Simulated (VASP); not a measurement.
# InSe in VASP: single point with PBE+D3(BJ)

Aim: the single point of InSe with PBE+D3(BJ).

Program: VASP 6.6.1. These are calculated values, not measurements. Logs are shortened: lines on timing, memory, paths and dates and some standing lists are left out, and cuts for length are marked.

## 1. The cell of the first run

The cell holds a slab with vacuum, 8 atoms: a = 4.027 Å, b = 4.027 Å, c = 28.271 Å, α = 90.00°, β = 90.00°, γ = 120.00°.

## 2. Single point, PBE+D3(BJ) (layers slid over each other, then relaxed in part)

The input, INCAR:

```
SYSTEM = InSe
PREC = Accurate
ENCUT = 400
EDIFF = 1E-6
ISMEAR = 0
SIGMA = 0.05
LREAL = .FALSE.
LASPH = .TRUE.
NELM = 120
ALGO = Normal
ISIF = 2
LWAVE = .FALSE.
LCHARG = .FALSE.
LDIPOL = .TRUE.
IDIPOL = 3
DIPOL = 0.5 0.5 0.415
GGA = PE
IVDW = 12
NBANDS = 48
GGA_COMPAT = .FALSE.
NELMDL = -8
```

The input, KPOINTS:

```
regular mesh
0
G
  9 9 1
  0 0 0
```

The input, POSCAR:

```
InSe
1.0
    4.0266104108      0.0000000000      0.0000000000
   -2.0133052054      3.4871469069      0.0000000000
    0.0000000000      0.0000000000     28.2707105452
Se In
4 4
Direct
    0.0000000000      0.0000000000      0.1591753413
    0.0000000000      0.0000000000      0.3496668630
    0.0000000000      0.8888888889      0.4795340588
    0.0000000000      0.8888888889      0.6699996163
    0.6666666667      0.3333333333      0.2049958533
    0.6666666667      0.3333333333      0.3038580717
    0.6666666667      1.2222222222      0.5253386604
    0.6666666667      1.2222222222      0.6241913955
```

Potentials or basis: VASP PAW PBE potentials, release 64 (Se, In_d).

Started as:

```console
$ cat potpaw_PBE.64/Se/POTCAR potpaw_PBE.64/In_d/POTCAR > POTCAR
$ mpirun -np 1 vasp_std > vasp.out
```

OUTCAR:

```text
SYSTEM = InSe
   PREC = Accurate
   ENCUT = 400
   EDIFF = 1E-6
   ISMEAR = 0
   LREAL = .FALSE.
   LASPH = .TRUE.
   NELM = 120
   ISIF = 2
   GGA = PE
   IVDW = 12
   NELMDL = -8
 IVDW          = 12

 ion  position               nearest neighbor table
   1  0.000  0.000  0.159-   5 2.66   5 2.66   5 2.66
   2  0.000  0.000  0.350-   6 2.66   6 2.66   6 2.66
   3  0.000  0.889  0.480-   7 2.66   7 2.66   7 2.66
   4  0.000  0.889  0.670-   8 2.66   8 2.66   8 2.66
   5  0.667  0.333  0.205-   1 2.66   1 2.66   1 2.66   6 2.79
   6  0.667  0.333  0.304-   2 2.66   2 2.66   2 2.66   5 2.79
   7  0.667  0.222  0.525-   3 2.66   3 2.66   3 2.66   8 2.79
   8  0.667  0.222  0.624-   4 2.66   4 2.66   4 2.66   7 2.79

  LATTYP: Found a hexagonal cell.
 ALAT       =     4.0266104108
 C/A-ratio  =     7.0209699129

  Lattice vectors:

 A1 = (   4.0266104108,   0.0000000000,   0.0000000000)
 A2 = (  -2.0133052054,   3.4871469069,   0.0000000000)
 A3 = (   0.0000000000,   0.0000000000,  28.2707105452)

Analysis of symmetry for initial positions (statically):
=====================================================================
 Subroutine PRICEL returns:
 Original cell was already a primitive cell.

 Routine SETGRP: Setting up the symmetry group for a
 hexagonal supercell.

 Subroutine GETGRP returns: Found  1 space group operations
 (whereof  1 operations were pure point group operations)
 out of a pool of 24 trial point group operations.

The static configuration has the point symmetry C_1 .

Analysis of symmetry for dynamics (positions and initial velocities):
=====================================================================
 Subroutine PRICEL returns:
 Original cell was already a primitive cell.

 Routine SETGRP: Setting up the symmetry group for a
 hexagonal supercell.

 Subroutine GETGRP returns: Found  1 space group operations
 (whereof  1 operations were pure point group operations)
 out of a pool of 24 trial point group operations.

The dynamic configuration has the point symmetry C_1 .

 Subroutine INISYM returns: Found  1 space group operations
[... 113 lines left out ...]
   IBRION =     -1    ionic relax: 0-MD 1-quasi-New 2-CG
   NFREE  =      0    steps in history (QN), initial steepest desc. (CG)
   ISIF   =      2    stress and relaxation
   ISYM   =      2    0-nonsym 1-usesym 2-fastsym
   POTIM  = 0.5000    time-step for ionic-motion
   TEBEG  =    0.0;   TEEND  =   0.0 temperature during run
   PSTRESS=    0.0 pullay stress
   NELECT =      76.0000    total number of electrons
   NUPDOWN=      -1.0000    fix difference up-down
   EMIN   =  10.00;   EMAX   =-10.00  energy-range for DOS
   EFERMI =   0.00;   METHOD = LEGACY
   ISMEAR =     0;   SIGMA  =   0.05  broadening in eV -4-tet -1-fermi 0-gaus
   EFERMI_NEDOS =   21; number of points for ismear=-14 and -15
   IALGO  =     38    algorithm
   IMIX   =      4    mixing-type and parameters
     AMIX     =   0.40;   BMIX     =  1.00
     AMIX_MAG =   1.60;   BMIX_MAG =  1.00
  volume/ion in A,a.u.               =      49.62       334.85
  Fermi-wavevector in a.u.,A,eV,Ry     =   0.943548  1.783047 12.113024  0.890282
  Thomas-Fermi vector in A             =   2.071266
   LORBIT       =      0    0 simple, 1 ext, 2 COOP (PROOUT), +10 PAW based schemes
   GGA     = PE    functional components
   LHFCALC =     F    Hartree Fock is set to
   AEXX    =    0.0000 exact exchange contribution
   IVDW    =    12    specifies the selected vdW correction
   LEPSILON=     F    determine dielectric tensor
   LRPA    =     F    only Hartree local field effects (RPA)
 non-spin polarized calculation
 Gauss-broadening in eV      SIGMA  =   0.05
  energy-cutoff  :      400.00
  volume of cell :      396.96
 maximum number of plane-waves:      7281
   NGX = 13   NGY = 13   NGZ = 93

 dipolmoment           0.000000      0.000000      0.000115 electrons x Angstroem

 number of electron      75.9999988 magnetization

 dipolmoment           0.000000      0.000000     -0.000042 electrons x Angstroem

 Free energy of the ion-electron system (eV)
  ---------------------------------------------------
  ext. energy  EPLUGINS =         0.00000000
  ---------------------------------------------------
  free energy    TOTEN  =       -28.37596896 eV

  energy without entropy =      -28.37596896  energy(sigma->0) =      -28.37596896

 E-fermi :   0.0378     XC(G=0):  -5.6898

 val. band max:       -0.2255930469   @ k =   0.1111   0.0000   0.0000
 cond. band min:       0.9594195793   @ k =   0.0000   0.0000   0.0000
 fundamental gap:      1.1850126262
 Fermi energy:         0.0377648351

 k-point     1 :       0.0000    0.0000    0.0000
  band No.  band energies     occupation
      1     -14.5134      2.00000
      2     -14.5128      2.00000
      3     -14.3304      2.00000
      4     -14.3300      2.00000
      5     -14.3300      2.00000
      6     -14.3296      2.00000
[... 1213 lines left out ...]
     47       4.4327      0.00000
     48       4.5930      0.00000

 [... further k-points ...]

------------------------ aborting loop because EDIFF is reached ----------------------------------------

 vacuum level on the upper side and lower side of the slab       (xc-potential included)        -0.116        -0.116

 Edisp (eV)   -1.97105

 E8    (eV) :    -0.9237

  FORCE on cell =-STRESS in cart. coord.  units (eV):
  Direction    XX          YY          ZZ          XY          YZ          ZX
  --------------------------------------------------------------------------------------
  -------------------------------------------------------------------------------------
  Total      -0.10353    -0.09744    -0.04412    -0.00569    -0.07463     0.04324
  in kB      -0.41787    -0.39330    -0.17808    -0.02295    -0.30120     0.17453
  external pressure =       -0.33 kB  Pullay stress =        0.00 kB

 VOLUME and BASIS-vectors are now :
 -----------------------------------------------------------------------------
  energy-cutoff  :      400.00
  volume of cell :      396.96
      direct lattice vectors                 reciprocal lattice vectors
     4.026610411  0.000000000  0.000000000     0.248347840  0.143383693  0.000000000
    -2.013305205  3.487146907  0.000000000     0.000000000  0.286767385  0.000000000
     0.000000000  0.000000000 28.270710545     0.000000000  0.000000000  0.035372298

 POSITION                                       TOTAL-FORCE (eV/Angst)
 -----------------------------------------------------------------------------------
      0.00000      0.00000      4.50000        -0.000282      0.000633     -0.012195
      0.00000      0.00000      9.88533        -0.010293      0.017173      0.013339
     -1.78960      3.09969     13.55677         0.009568     -0.017220     -0.013903
     -1.78960      3.09969     18.94137         0.000287     -0.000341      0.014810
      2.01331      1.16238      5.79538        -0.000846      0.001504      0.013663
      2.01331      1.16238      8.59028         0.001492     -0.001007     -0.015268
      2.23701      0.77492     14.85170        -0.000467      0.001314      0.014424
      2.23701      0.77492     17.64633         0.000542     -0.002057     -0.014870
 -----------------------------------------------------------------------------------
    total drift:                               -0.000174     -0.001856     -0.002504

  FREE ENERGIE OF THE ION-ELECTRON SYSTEM (eV)
  ---------------------------------------------------
  free  energy   TOTEN  =       -30.3470213003 eV

  energy  without entropy=      -30.3470213003  energy(sigma->0) =      -30.34702130

 vacuum level on the upper side and lower side of the slab         5.415         5.415
```

OSZICAR:

```text
N       E                     dE             d eps       ncg     rms          rms(c)
DAV:   1     0.657475794927E+03    0.65748E+03   -0.29098E+04  4160   0.125E+03
DAV:   2     0.586520494953E+02   -0.59882E+03   -0.58076E+03  4312   0.347E+02
DAV:   3    -0.245821764572E+02   -0.83234E+02   -0.81655E+02  4776   0.163E+02
[... 18 lines left out ...]
DAV:  22    -0.283759563587E+02   -0.11127E-04   -0.17349E-07  2928   0.293E-03    0.104E-03
DAV:  23    -0.283759638625E+02   -0.75037E-05   -0.13487E-07  2808   0.322E-03    0.781E-04
DAV:  24    -0.283759674690E+02   -0.36066E-05   -0.74196E-08  2688   0.111E-03    0.356E-04
DAV:  25    -0.283759684697E+02   -0.10007E-05   -0.18143E-08  2432   0.146E-03    0.224E-04
DAV:  26    -0.283759689571E+02   -0.48736E-06   -0.15283E-08  2528   0.697E-04
   1 F= -.30347021E+02 E0= -.30347021E+02  d E =-.163655E-14
```

Wall time 26 min (1 thread of Oxide Virtual Turin-like, shared host); peak memory 0.61 GiB.

What came out:

* Free energy: -30.3470 eV
* Largest force: 0.024 eV/Å
* Band gap on the k mesh: 1.19 eV (least direct gap 1.24 eV)
* Dispersion energy per atom: -0.246 eV

Forces on the atoms (eV/Å):
```
Se   0.000  0.001 -0.012
Se  -0.010  0.017  0.013
Se   0.010 -0.017 -0.014
Se   0.000  0.000  0.015
In  -0.001  0.002  0.014
In   0.001 -0.001 -0.015
In   0.000  0.001  0.014
In   0.001 -0.002 -0.015
```

Caveat: the cell differs from its parent crystal (layers slid over each other, then relaxed in part); spin-orbit coupling is left out, which moves the levels of the heavy elements.
